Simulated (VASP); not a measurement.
# SnSe2 (P1) in VASP: single point with PBE

Aim: the single point of SnSe2 with PBE.

Everything below comes from runs of VASP 6.6.1. Logs are shortened: lines on timing, memory, paths and dates and some standing lists are left out, and cuts for length are marked.

## 1. The cell of the first run

The typed cell holds 3 atoms: a = 3.811 Å, b = 3.811 Å, c = 6.137 Å, α = 90.00°, β = 90.00°, γ = 120.00°.

## 2. Single point, PBE (atom 2 (Se) moved by (-0.450, -0.225) A along x and y)

Contents of INCAR:

```
  ALGO = Normal
  EDIFF = 1E-7
  ENCUT = 520
  GGA = PE
  ISIF = 2
  ISMEAR = 0
  LASPH = T
  LCHARG = T
  LELF = T
  LREAL = F
  LVHAR = T
  LWAVE = F
  NBANDS = 20
  NELM = 80
  PREC = Accurate
  SIGMA = 0.05
```

Contents of KPOINTS:

```
k-points
0
Gamma
  12 12 6
```

Contents of POSCAR:

```
SnSe2
1.0
    3.8109987816      0.0000000000      0.0000000000
   -1.9054993908      3.3004217586      0.0000000000
    0.0000000000      0.0000000000      6.1370000000
Sn Se
1 2
Direct
    0.0000000000      0.0000000000      0.0000000000
    0.1811674987      0.5984935614      0.2500000000
    0.6666666667      0.3333333333      0.7500000000
```

Potentials or basis: VASP PAW PBE potentials, release 64 (Sn_d, Se).

Command:

```bash
cat potpaw_PBE.64/Sn_d/POTCAR potpaw_PBE.64/Se/POTCAR > POTCAR
mpirun -np 1 vasp_std > vasp.out
```

OUTCAR:

```text
EDIFF = 1E-7
   ENCUT = 520
   GGA = PE
   ISIF = 2
   ISMEAR = 0
   LASPH = T
   LREAL = F
   NELM = 80
   PREC = Accurate

 ion  position               nearest neighbor table
   1  0.000  0.000  0.000-   2 2.50   2 2.54   3 2.68   3 2.68   3 2.68   2 3.11
   2  0.181  0.598  0.250-   1 2.50   1 2.54   1 3.11
   3  0.667  0.333  0.750-   1 2.68   1 2.68   1 2.68

  LATTYP: Found a hexagonal cell.
 ALAT       =     3.8109987816
 C/A-ratio  =     1.6103390087

  Lattice vectors:

 A1 = (   3.8109987816,   0.0000000000,   0.0000000000)
 A2 = (  -1.9054993908,   3.3004217586,   0.0000000000)
 A3 = (   0.0000000000,   0.0000000000,   6.1370000000)

Analysis of symmetry for initial positions (statically):
=====================================================================
 Subroutine PRICEL returns:
 Original cell was already a primitive cell.

 Routine SETGRP: Setting up the symmetry group for a
 hexagonal supercell.

 Subroutine GETGRP returns: Found  1 space group operations
 (whereof  1 operations were pure point group operations)
 out of a pool of 24 trial point group operations.

The static configuration has the point symmetry C_1 .

Analysis of symmetry for dynamics (positions and initial velocities):
=====================================================================
 Subroutine PRICEL returns:
 Original cell was already a primitive cell.

 Routine SETGRP: Setting up the symmetry group for a
 hexagonal supercell.

 Subroutine GETGRP returns: Found  1 space group operations
 (whereof  1 operations were pure point group operations)
 out of a pool of 24 trial point group operations.

The dynamic configuration has the point symmetry C_1 .

 Subroutine INISYM returns: Found  1 space group operations
 (whereof  1 operations are pure point group operations),
 and found     1 'primitive' translations

----------------------------------------------------------------------------------------

                                     Primitive cell

  volume of cell :      77.1906

  direct lattice vectors                    reciprocal lattice vectors
     3.810998782  0.000000000  0.000000000     0.262398405  0.151495789  0.000000000
    -1.905499391  3.300421759  0.000000000     0.000000000  0.302991579  0.000000000
     0.000000000  0.000000000  6.137000000     0.000000000  0.000000000  0.162946065

  length of vectors
     3.810998782  3.810998782  6.137000000     0.302991579  0.302991579  0.162946065

  position of ions in fractional coordinates (direct lattice)
     0.000000000  0.000000000  0.000000000
     0.181167499  0.598493561  0.250000000
     0.666666667  0.333333333  0.750000000

  ion indices of the primitive-cell ions
   primitive index   ion index
                 1           1
                 2           2
                 3           3

----------------------------------------------------------------------------------------

 KPOINTS: k-points

Automatic generation of k-mesh.
 Grid dimensions read from file:
 generate k-points for:   12   12    6

 Generating k-lattice:

  Cartesian coordinates                     Fractional coordinates (reciprocal lattice)
     0.021866534  0.012624649  0.000000000     0.083333333 -0.000000000  0.000000000
     0.000000000  0.025249298  0.000000000     0.000000000  0.083333333  0.000000000
     0.000000000  0.000000000  0.027157677     0.000000000  0.000000000  0.166666667

  Length of vectors
     0.025249298  0.025249298  0.027157677

  Shift w.r.t. Gamma in fractional coordinates (k-lattice)
     0.000000000  0.000000000  0.000000000

 Subroutine IBZKPT returns following result:
 ===========================================

 Found    436 irreducible k-points:

 Following reciprocal coordinates:
            Coordinates               Weight
  0.000000  0.000000  0.000000      1.000000
  0.083333  0.000000  0.000000      2.000000
  0.000000  0.083333  0.000000      2.000000
 -0.083333  0.083333  0.000000      2.000000
  0.166667  0.000000  0.000000      2.000000
  0.000000  0.166667  0.000000      2.000000
[... 16 lines left out ...]
  0.166667  0.083333  0.000000      2.000000
 -0.083333  0.250000  0.000000      2.000000
 [... further k-points ...]
   k-points           NKPTS =    436   k-points in BZ     NKDIM =    436   number of bands    NBANDS=     20
   number of dos      NEDOS =    301   number of ions     NIONS =      3
   total plane-waves  NPLWV =  37632
   dimension x,y,z NGX =    28 NGY =   28 NGZ =   48
   dimension x,y,z NGXF=    56 NGYF=   56 NGZF=   96
   ions per type =               1   2
   NGX,Y,Z   is equivalent  to a cutoff of  12.21, 12.21, 13.00 a.u.
   NGXF,Y,Z  is equivalent  to a cutoff of  24.43, 24.43, 26.01 a.u.
 SYSTEM =  unknown system
   PREC   = accura    normal or accurate (medium, high low for compatibility)
   ISTART =      0    job   : 0-new  1-cont  2-samecut
   ICHARG =      2    charge: 1-file 2-atom 10-const
   ISPIN  =      1    spin polarized calculation?
   LNONCOLLINEAR =      F non collinear calculations
   LSORBIT =      F    spin-orbit coupling
   LASPH  =      T    aspherical Exc in radial PAW
   ENCUT  =  520.0 eV  38.22 Ry    6.18 a.u.   7.09  7.09 11.41*2*pi/ulx,y,z
   NELM   =     80;   NELMIN=  2; NELMDL= -5     # of ELM steps
   EDIFF  = 0.1E-06   stopping-criterion for ELM
   LREAL  =      F    real-space projection
   EDIFFG = 0.1E-05   stopping-criterion for IOM
   NSW    =      0    number of steps for IOM
   IBRION =     -1    ionic relax: 0-MD 1-quasi-New 2-CG
   NFREE  =      0    steps in history (QN), initial steepest desc. (CG)
   ISIF   =      2    stress and relaxation
   ISYM   =      2    0-nonsym 1-usesym 2-fastsym
   POTIM  = 0.5000    time-step for ionic-motion
   TEBEG  =    0.0;   TEEND  =   0.0 temperature during run
   PSTRESS=    0.0 pullay stress
   NELECT =      26.0000    total number of electrons
   NUPDOWN=      -1.0000    fix difference up-down
   EMIN   =  10.00;   EMAX   =-10.00  energy-range for DOS
   EFERMI =   0.00;   METHOD = LEGACY
   ISMEAR =     0;   SIGMA  =   0.05  broadening in eV -4-tet -1-fermi 0-gaus
   EFERMI_NEDOS =   21; number of points for ismear=-14 and -15
   IALGO  =     38    algorithm
   IMIX   =      4    mixing-type and parameters
     AMIX     =   0.40;   BMIX     =  1.00
     AMIX_MAG =   1.60;   BMIX_MAG =  1.00
  volume/ion in A,a.u.               =      25.73       173.64
  Fermi-wavevector in a.u.,A,eV,Ry     =   1.139054  2.152501 17.652812  1.297445
  Thomas-Fermi vector in A             =   2.275758
   LORBIT       =      0    0 simple, 1 ext, 2 COOP (PROOUT), +10 PAW based schemes
   GGA     = PE    functional components
   LHFCALC =     F    Hartree Fock is set to
   AEXX    =    0.0000 exact exchange contribution
   IVDW    =     0    specifies the selected vdW correction
   LEPSILON=     F    determine dielectric tensor
   LRPA    =     F    only Hartree local field effects (RPA)
 non-spin polarized calculation
 Gauss-broadening in eV      SIGMA  =   0.05
  energy-cutoff  :      520.00
  volume of cell :       77.19
 maximum number of plane-waves:      2109
   NGX = 15   NGY = 15   NGZ = 23

 number of electron      26.0000006 magnetization

 Free energy of the ion-electron system (eV)
  ---------------------------------------------------
  ext. energy  EPLUGINS =         0.00000000
  ---------------------------------------------------
  free energy    TOTEN  =       -11.39791121 eV

  energy without entropy =      -11.39783028  energy(sigma->0) =      -11.39787074

 E-fermi :   4.4627     XC(G=0):  -9.4468

 val. band max:        4.4195059619   @ k =   0.5000  -0.0000   0.5000
 cond. band min:       4.4840538196   @ k =   0.0000   0.0000   0.0000
 fundamental gap:      0.0645478577
 Fermi energy:         4.4627208994

 k-point     1 :       0.0000    0.0000    0.0000
  band No.  band energies     occupation
      1     -17.1977      2.00000
      2     -17.1750      2.00000
      3     -17.1353      2.00000
      4     -17.1174      2.00000
      5     -17.1126      2.00000
      6      -9.9007      2.00000
[... 12 lines left out ...]
     19      12.7035      0.00000
     20      13.4060      0.00000

 k-point     2 :       0.0833    0.0000    0.0000
  band No.  band energies     occupation
      1     -17.1997      2.00000
      2     -17.1733      2.00000
      3     -17.1354      2.00000
      4     -17.1163      2.00000
      5     -17.1130      2.00000
      6      -9.8330      2.00000
[... 12 lines left out ...]
     19      12.8311      0.00000
     20      13.0214      0.00000

 k-point     3 :       0.0000    0.0833    0.0000
  band No.  band energies     occupation
      1     -17.1965      2.00000
      2     -17.1778      2.00000
      3     -17.1349      2.00000
      4     -17.1186      2.00000
      5     -17.1101      2.00000
      6      -9.8314      2.00000
[... 12 lines left out ...]
     19      12.3227      0.00000
     20      13.1769      0.00000

 k-point     4 :      -0.0833    0.0833    0.0000
  band No.  band energies     occupation
      1     -17.1982      2.00000
      2     -17.1760      2.00000
      3     -17.1351      2.00000
      4     -17.1186      2.00000
      5     -17.1101      2.00000
      6      -9.8318      2.00000
[... 12 lines left out ...]
     19      12.3313      0.00000
     20      13.1868      0.00000

 k-point     5 :       0.1667    0.0000    0.0000
  band No.  band energies     occupation
      1     -17.2061      2.00000
      2     -17.1695      2.00000
      3     -17.1358      2.00000
      4     -17.1133      2.00000
      5     -17.1126      2.00000
      6      -9.6343      2.00000
[... 12 lines left out ...]
     19      12.6628      0.00000
     20      13.2030      0.00000

 k-point     6 :       0.0000    0.1667    0.0000
  band No.  band energies     occupation
      1     -17.1984      2.00000
      2     -17.1815      2.00000
      3     -17.1352      2.00000
      4     -17.1199      2.00000
      5     -17.1031      2.00000
      6      -9.6280      2.00000
[... 12 lines left out ...]
     19      12.2418      0.00000
     20      13.1939      0.00000

 k-point     7 :      -0.1667    0.1667    0.0000
  band No.  band energies     occupation
      1     -17.2044      2.00000
      2     -17.1753      2.00000
      3     -17.1358      2.00000
      4     -17.1196      2.00000
      5     -17.1031      2.00000
      6      -9.6295      2.00000
[... 12 lines left out ...]
     19      12.2026      0.00000
     20      13.2391      0.00000
[... 277 lines left out ...]
 k-point    20 :       0.0833    0.0833    0.0000
  band No.  band energies     occupation
      1     -17.2001      2.00000
      2     -17.1756      2.00000
      3     -17.1356      2.00000
      4     -17.1159      2.00000
      5     -17.1105      2.00000
      6      -9.6977      2.00000
[... 12 lines left out ...]
     19      12.3429      0.00000
     20      13.2033      0.00000

 k-point    21 :      -0.0833    0.1667    0.0000
  band No.  band energies     occupation
      1     -17.1984      2.00000
      2     -17.1808      2.00000
      3     -17.1341      2.00000
      4     -17.1222      2.00000
      5     -17.1028      2.00000
      6      -9.6942      2.00000
[... 12 lines left out ...]
     19      12.1069      0.00000
     20      13.0985      0.00000

 k-point    22 :      -0.1667    0.0833    0.0000
  band No.  band energies     occupation
      1     -17.2037      2.00000
      2     -17.1718      2.00000
      3     -17.1359      2.00000
      4     -17.1158      2.00000
      5     -17.1105      2.00000
      6      -9.6988      2.00000
[... 12 lines left out ...]
     19      12.3438      0.00000
     20      13.2087      0.00000

 k-point    23 :       0.1667    0.0833    0.0000
  band No.  band energies     occupation
      1     -17.2083      2.00000
      2     -17.1720      2.00000
      3     -17.1365      2.00000
      4     -17.1115      2.00000
      5     -17.1088      2.00000
      6      -9.4405      2.00000
[... 12 lines left out ...]
     19      12.2553      0.00000
     20      13.2403      0.00000

 k-point    24 :      -0.0833    0.2500    0.0000
  band No.  band energies     occupation
      1     -17.2083      2.00000
      2     -17.1797      2.00000
      3     -17.1343      2.00000
      4     -17.1242      2.00000
      5     -17.0919      2.00000
      6      -9.4305      2.00000
[... 12 lines left out ...]
     19      11.8217      0.00000
     20      13.6020      0.00000

 [... further k-points ...]

------------------------ aborting loop because EDIFF is reached ----------------------------------------

  FORCE on cell =-STRESS in cart. coord.  units (eV):
  Direction    XX          YY          ZZ          XY          YZ          ZX
  --------------------------------------------------------------------------------------
  -------------------------------------------------------------------------------------
  Total        2.7515818      3.2815956      5.1637308     -0.5676003      0.6621134      1.8805432
  in kB       57.1121670     68.1131968    107.1790242    -11.7811810     13.7429071     39.0327832
  external PRESSURE =      77.4681294 kB  Pullay stress =       0.0000000 kB

 VOLUME and BASIS-vectors are now :
 -----------------------------------------------------------------------------
  energy-cutoff  :      520.00
  volume of cell :       77.19
      direct lattice vectors                 reciprocal lattice vectors
     3.810998782  0.000000000  0.000000000     0.262398405  0.151495789  0.000000000
    -1.905499391  3.300421759  0.000000000     0.000000000  0.302991579  0.000000000
     0.000000000  0.000000000  6.137000000     0.000000000  0.000000000  0.162946065

 POSITION                                       TOTAL-FORCE (eV/Angst)
 -----------------------------------------------------------------------------------
      0.00000      0.00000      0.00000        -0.613700     -0.054473     -0.979989
     -0.45000      1.97528      1.53425         1.093517      0.335910      1.782911
      1.90550      1.10014      4.60275        -0.479817     -0.281438     -0.802923
 -----------------------------------------------------------------------------------
    total drift:                               -0.000075     -0.000011      0.000011

  FREE ENERGIE OF THE ION-ELECTRON SYSTEM (eV)
  ---------------------------------------------------
  free  energy   TOTEN  =       -11.3979112127 eV

  energy  without entropy=      -11.3978302760  energy(sigma->0) =      -11.39787074
```

Run time: 3.7 min. Hardware: 1 thread of Intel Xeon 6975P-C (Granite Rapids), shared host; peak memory 0.69 GiB.

Results:

```
Free energy            : -11.3979 eV
Pressure               : 7.7 GPa
Largest force          : 2.118 eV/Å
Band gap on the k mesh : zero (bands 13 and 14 overlap by 0.06 eV)
```

Forces in eV/Å, atoms in the order of the input:
```
Sn  -0.614 -0.054 -0.980
Se   1.094  0.336  1.783
Se  -0.480 -0.281 -0.803
```

Stress tensor (GPa, compression positive):
```
 5.71 -1.18  3.90
-1.18  6.81  1.37
 3.90  1.37 10.72
```

Caveat: the cell differs from its parent crystal (atom 2 (Se) moved by (-0.450, -0.225) A along x and y); the stress differs along the axes, from 6 to 11 GPa; semilocal functionals underestimate gaps, and a narrow one can read as zero; spin-orbit coupling is left out, which moves the levels of the heavy elements; forces of over 1 eV/Å act on the atoms, so gaps and moduli don't describe the material at rest.

The gap in the log of VASP goes by the Fermi energy; the results here count the filled bands.